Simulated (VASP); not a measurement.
# WS2 (R3m) in VASP: single point with PBEsol+D3(BJ)

Aim: the single point of WS2 with PBEsol+D3(BJ).

All numbers are computed with VASP 6.6.1; they aren't measurements. Logs are shortened: lines on timing, memory, paths and dates and some standing lists are left out, and cuts for length are marked.

## Step 1: The cell of the first run

It takes space group R3m (No. 160, trigonal). Conventional cell: a = 3.121 Å, b = 3.121 Å, c = 17.528 Å, α = 90.00°, β = 90.00°, γ = 120.00°. W (site symmetry 3m) has 6 S at 2.39 Å and 6 W at 3.12 Å within 3.2 Å. S (site symmetry 3m) has 3 W at 2.39 Å and 10 S at 3.12 to 3.25 Å within 3.3 Å. S (site symmetry 3m) has 3 W at 2.39 Å and 10 S at 3.12 to 3.25 Å within 3.3 Å.

## Step 2: Single point, PBEsol+D3(BJ)

Contents of INCAR:

```
ALGO     = Normal         # electronic algorithm
EDIFF    = 1E-7           # SCF threshold, eV
ENCUT    = 520            # plane-wave cutoff, eV
GGA      = PS             # functional
ISIF     = 2              # what is computed and relaxed
ISMEAR   = 0              # smearing method
IVDW     = 12             # dispersion correction
LASPH    = T              # aspherical terms in the spheres
LCHARG   = F              # write CHGCAR
LREAL    = F              # projectors in reciprocal space
LWAVE    = F              # write WAVECAR
NBANDS   = 20             # bands
NELM     = 100            # most SCF steps
PREC     = Accurate       # precision mode
SIGMA    = 0.05           # smearing width, eV
```

Contents of KPOINTS:

```
k-points
0
Gamma
  12 12 12
```

Contents of POSCAR:

```
WS2
1.0
    1.5602910595      0.9008344632      5.8426271004
   -1.5602910595      0.9008344632      5.8426271004
    0.0000000000     -1.8016689264      5.8426271004
W S
1 2
Direct
    0.9993605138      0.9993605138      0.9993605138
    0.7554704513      0.7554704513      0.7554704513
    0.5764690349      0.5764690349      0.5764690349
```

Potentials or basis: VASP PAW PBE potentials, release 64 (W_sv, S).

Launch:

```console
$ cat potpaw_PBE.64/W_sv/POTCAR potpaw_PBE.64/S/POTCAR > POTCAR
$ mpirun -np 1 vasp_std > vasp.out
```

OUTCAR:

```text
EDIFF = 1E-7
   ENCUT = 520
   GGA = PS
   ISIF = 2
   ISMEAR = 0
   IVDW = 12
   LASPH = T
   LREAL = F
   NELM = 100
   PREC = Accurate
 IVDW          = 12

 ion  position               nearest neighbor table
   1  0.999  0.999  0.999-   2 2.39   2 2.39   2 2.39   3 2.39   3 2.39   3 2.39
   2  0.755  0.755  0.755-   1 2.39   1 2.39   1 2.39
   3  0.576  0.576  0.576-   1 2.39   1 2.39   1 2.39

  LATTYP: Found a trigonal (rhomboedric) cell.
 ALAT       =     6.1141068321
 COS(alpha) =     0.8697507624

  Lattice vectors:

 A1 = (   1.5602910595,   0.9008344632,   5.8426271004)
 A2 = (  -1.5602910595,   0.9008344632,   5.8426271004)
 A3 = (   0.0000000000,  -1.8016689264,   5.8426271004)

Analysis of symmetry for initial positions (statically):
=====================================================================
 Subroutine PRICEL returns:
 Original cell was already a primitive cell.

 Routine SETGRP: Setting up the symmetry group for a
 trigonal (rhombohedral) supercell.

 Subroutine GETGRP returns: Found  6 space group operations
 (whereof  6 operations were pure point group operations)
 out of a pool of 12 trial point group operations.

The static configuration has the point symmetry C_3v.

Analysis of symmetry for dynamics (positions and initial velocities):
=====================================================================
 Subroutine PRICEL returns:
 Original cell was already a primitive cell.

 Routine SETGRP: Setting up the symmetry group for a
 trigonal (rhombohedral) supercell.

 Subroutine GETGRP returns: Found  6 space group operations
 (whereof  6 operations were pure point group operations)
 out of a pool of 12 trial point group operations.

The dynamic configuration has the point symmetry C_3v.

 Subroutine INISYM returns: Found  6 space group operations
 (whereof  6 operations are pure point group operations),
 and found     1 'primitive' translations

----------------------------------------------------------------------------------------

                                     Primitive cell

  volume of cell :      49.2731

  direct lattice vectors                    reciprocal lattice vectors
     1.560291059  0.900834463  5.842627100     0.320453031  0.185013644  0.057051961
    -1.560291059  0.900834463  5.842627100    -0.320453031  0.185013644  0.057051961
     0.000000000 -1.801668926  5.842627100     0.000000000 -0.370027288  0.057051961

  length of vectors
     6.114106832  6.114106832  6.114106832     0.374399680  0.374399680  0.374399680

  position of ions in fractional coordinates (direct lattice)
     0.999360514  0.999360514  0.999360514
     0.755470451  0.755470451  0.755470451
     0.576469035  0.576469035  0.576469035

  ion indices of the primitive-cell ions
   primitive index   ion index
                 1           1
                 2           2
                 3           3

----------------------------------------------------------------------------------------

 KPOINTS: k-points

Automatic generation of k-mesh.
 Grid dimensions read from file:
 generate k-points for:   12   12   12

 Generating k-lattice:

  Cartesian coordinates                     Fractional coordinates (reciprocal lattice)
     0.026704419  0.015417804  0.004754330     0.083333333  0.000000000  0.000000000
    -0.026704419  0.015417804  0.004754330     0.000000000  0.083333333  0.000000000
     0.000000000 -0.030835607  0.004754330     0.000000000  0.000000000  0.083333333

  Length of vectors
     0.031199973  0.031199973  0.031199973

  Shift w.r.t. Gamma in fractional coordinates (k-lattice)
     0.000000000  0.000000000  0.000000000

 Subroutine IBZKPT returns following result:
 ===========================================

 Found    189 irreducible k-points:

 Following reciprocal coordinates:
            Coordinates               Weight
  0.000000  0.000000  0.000000      1.000000
  0.083333  0.000000 -0.000000      6.000000
  0.166667  0.000000  0.000000      6.000000
  0.250000  0.000000  0.000000      6.000000
  0.333333  0.000000  0.000000      6.000000
  0.416667  0.000000  0.000000      6.000000
[... 16 lines left out ...]
  0.500000  0.166667  0.000000     12.000000
 -0.416667  0.166667 -0.000000     12.000000
 [... further k-points ...]
   k-points           NKPTS =    189   k-points in BZ     NKDIM =    189   number of bands    NBANDS=     20
   number of dos      NEDOS =    301   number of ions     NIONS =      3
   total plane-waves  NPLWV = 110592
   dimension x,y,z NGX =    48 NGY =   48 NGZ =   48
   dimension x,y,z NGXF=    96 NGYF=   96 NGZF=   96
   ions per type =               1   2
   NGX,Y,Z   is equivalent  to a cutoff of  13.05, 13.05, 13.05 a.u.
   NGXF,Y,Z  is equivalent  to a cutoff of  26.10, 26.10, 26.10 a.u.
 SYSTEM =  unknown system
   PREC   = accura    normal or accurate (medium, high low for compatibility)
   ISTART =      0    job   : 0-new  1-cont  2-samecut
   ICHARG =      2    charge: 1-file 2-atom 10-const
   ISPIN  =      1    spin polarized calculation?
   LNONCOLLINEAR =      F non collinear calculations
   LSORBIT =      F    spin-orbit coupling
   LASPH  =      T    aspherical Exc in radial PAW
   ENCUT  =  520.0 eV  38.22 Ry    6.18 a.u.  11.37 11.37 11.37*2*pi/ulx,y,z
   NELM   =    100;   NELMIN=  2; NELMDL= -5     # of ELM steps
   EDIFF  = 0.1E-06   stopping-criterion for ELM
   LREAL  =      F    real-space projection
   EDIFFG = 0.1E-05   stopping-criterion for IOM
   NSW    =      0    number of steps for IOM
   IBRION =     -1    ionic relax: 0-MD 1-quasi-New 2-CG
   NFREE  =      0    steps in history (QN), initial steepest desc. (CG)
   ISIF   =      2    stress and relaxation
   ISYM   =      2    0-nonsym 1-usesym 2-fastsym
   POTIM  = 0.5000    time-step for ionic-motion
   TEBEG  =    0.0;   TEEND  =   0.0 temperature during run
   PSTRESS=    0.0 pullay stress
   NELECT =      26.0000    total number of electrons
   NUPDOWN=      -1.0000    fix difference up-down
   EMIN   =  10.00;   EMAX   =-10.00  energy-range for DOS
   EFERMI =   0.00;   METHOD = LEGACY
   ISMEAR =     0;   SIGMA  =   0.05  broadening in eV -4-tet -1-fermi 0-gaus
   EFERMI_NEDOS =   21; number of points for ismear=-14 and -15
   IALGO  =     38    algorithm
   IMIX   =      4    mixing-type and parameters
     AMIX     =   0.40;   BMIX     =  1.00
     AMIX_MAG =   1.60;   BMIX_MAG =  1.00
  volume/ion in A,a.u.               =      16.42       110.84
  Fermi-wavevector in a.u.,A,eV,Ry     =   1.322907  2.499931 23.811319  1.750083
  Thomas-Fermi vector in A             =   2.452554
   LORBIT       =      0    0 simple, 1 ext, 2 COOP (PROOUT), +10 PAW based schemes
   GGA     = PS    functional components
   LHFCALC =     F    Hartree Fock is set to
   AEXX    =    0.0000 exact exchange contribution
   IVDW    =    12    specifies the selected vdW correction
   LEPSILON=     F    determine dielectric tensor
   LRPA    =     F    only Hartree local field effects (RPA)
 non-spin polarized calculation
 Gauss-broadening in eV      SIGMA  =   0.05
  energy-cutoff  :      520.00
  volume of cell :       49.27
 maximum number of plane-waves:      1344
 NGX is ok and might be reduce to    48
   NGX = 23   NGY = 23   NGZ = 23

 number of electron      26.0000000 magnetization

 Free energy of the ion-electron system (eV)
  ---------------------------------------------------
  ext. energy  EPLUGINS =         0.00000000
  ---------------------------------------------------
  free energy    TOTEN  =       -25.21722573 eV

  energy without entropy =      -25.21722573  energy(sigma->0) =      -25.21722573

 E-fermi :   8.9951     XC(G=0): -11.6121

 val. band max:        8.6068470465   @ k =   0.5000   0.5000   0.5000
 cond. band min:       9.3239144753   @ k =  -0.1667   0.1667   0.0000
 fundamental gap:      0.7170674287
 Fermi energy:         8.9950976750

 k-point     1 :       0.0000    0.0000    0.0000
  band No.  band energies     occupation
      1     -66.1256      2.00000
      2     -30.4330      2.00000
      3     -30.2059      2.00000
      4     -30.2059      2.00000
      5      -7.5560      2.00000
      6      -5.2267      2.00000
[... 12 lines left out ...]
     19      16.0457      0.00000
     20      17.8316      0.00000

 k-point     2 :       0.0833    0.0000   -0.0000
  band No.  band energies     occupation
      1     -66.1241      2.00000
      2     -30.4277      2.00000
      3     -30.2346      2.00000
      4     -30.2125      2.00000
      5      -7.4286      2.00000
      6      -5.1963      2.00000
[... 12 lines left out ...]
     19      16.5247      0.00000
     20      17.5459      0.00000

 k-point     3 :       0.1667    0.0000    0.0000
  band No.  band energies     occupation
      1     -66.1199      2.00000
      2     -30.4135      2.00000
      3     -30.3121      2.00000
      4     -30.2305      2.00000
      5      -7.0636      2.00000
      6      -5.1085      2.00000
[... 12 lines left out ...]
     19      16.7829      0.00000
     20      17.6147      0.00000

 k-point     4 :       0.2500    0.0000    0.0000
  band No.  band energies     occupation
      1     -66.1143      2.00000
      2     -30.4163      2.00000
      3     -30.3939      2.00000
      4     -30.2549      2.00000
      5      -6.5131      2.00000
      6      -4.9758      2.00000
[... 429 lines left out ...]
 k-point    23 :       0.5000    0.1667    0.0000
  band No.  band energies     occupation
      1     -66.1031      2.00000
      2     -30.5681      2.00000
      3     -30.3572      2.00000
      4     -30.3547      2.00000
      5      -5.0759      2.00000
      6      -4.6716      2.00000
[... 12 lines left out ...]
     19      16.4183      0.00000
     20      16.8602      0.00000

 k-point    24 :      -0.4167    0.1667   -0.0000
  band No.  band energies     occupation
      1     -66.1018      2.00000
      2     -30.5859      2.00000
      3     -30.3685      2.00000
      4     -30.3501      2.00000
      5      -4.8732      2.00000
      6      -4.6151      2.00000
[... 12 lines left out ...]
     19      16.5732      0.00000
     20      16.8402      0.00000

 [... further k-points ...]

------------------------ aborting loop because EDIFF is reached ----------------------------------------

 Edisp (eV)   -1.25364

 E8    (eV) :    -0.8136

  FORCE on cell =-STRESS in cart. coord.  units (eV):
  Direction    XX          YY          ZZ          XY          YZ          ZX
  --------------------------------------------------------------------------------------
  -------------------------------------------------------------------------------------
  Total       0.03053     0.03053     0.04591     0.00000     0.00000     0.00000
  in kB       0.99271     0.99271     1.49271     0.00000     0.00000     0.00000
  external pressure =        1.16 kB  Pullay stress =        0.00 kB

 VOLUME and BASIS-vectors are now :
 -----------------------------------------------------------------------------
  energy-cutoff  :      520.00
  volume of cell :       49.27
      direct lattice vectors                 reciprocal lattice vectors
     1.560291059  0.900834463  5.842627100     0.320453031  0.185013644  0.057051961
    -1.560291059  0.900834463  5.842627100    -0.320453031  0.185013644  0.057051961
     0.000000000 -1.801668926  5.842627100     0.000000000 -0.370027288  0.057051961

 POSITION                                       TOTAL-FORCE (eV/Angst)
 -----------------------------------------------------------------------------------
      0.00000      0.00000     17.51667         0.000000     -0.000000      0.001680
      0.00000      0.00000     13.24180         0.000000      0.000000      0.015153
      0.00000      0.00000     10.10428         0.000000     -0.000000     -0.016833
 -----------------------------------------------------------------------------------
    total drift:                                0.000000      0.000000      0.000037

  FREE ENERGIE OF THE ION-ELECTRON SYSTEM (eV)
  ---------------------------------------------------
  free  energy   TOTEN  =       -26.4708672358 eV

  energy  without entropy=      -26.4708672358  energy(sigma->0) =      -26.47086724
```

Wall time 10 min (1 thread of Intel Xeon Platinum 8259CL at 2.50GHz (Skylake/Cascade Lake), shared host); peak memory 0.43 GiB.

Results:

```yaml
Free_energy: -26.4709 eV
Pressure: 0.1 GPa
Largest_force: 0.017 eV/Å
Band_gap_on_the_k_mesh: 0.72 eV (least direct gap 2.03 eV)
Dispersion_energy_per_atom: -0.418 eV
```

Forces on the atoms (eV/Å):
```
W    0.000  0.000  0.002
S    0.000  0.000  0.015
S    0.000  0.000 -0.017
```

Caveat: the PAW data sets were made with another functional, which shifts forces and pressure a little; spin-orbit coupling is left out, which moves the levels of the heavy elements. A k mesh can miss the band edges.
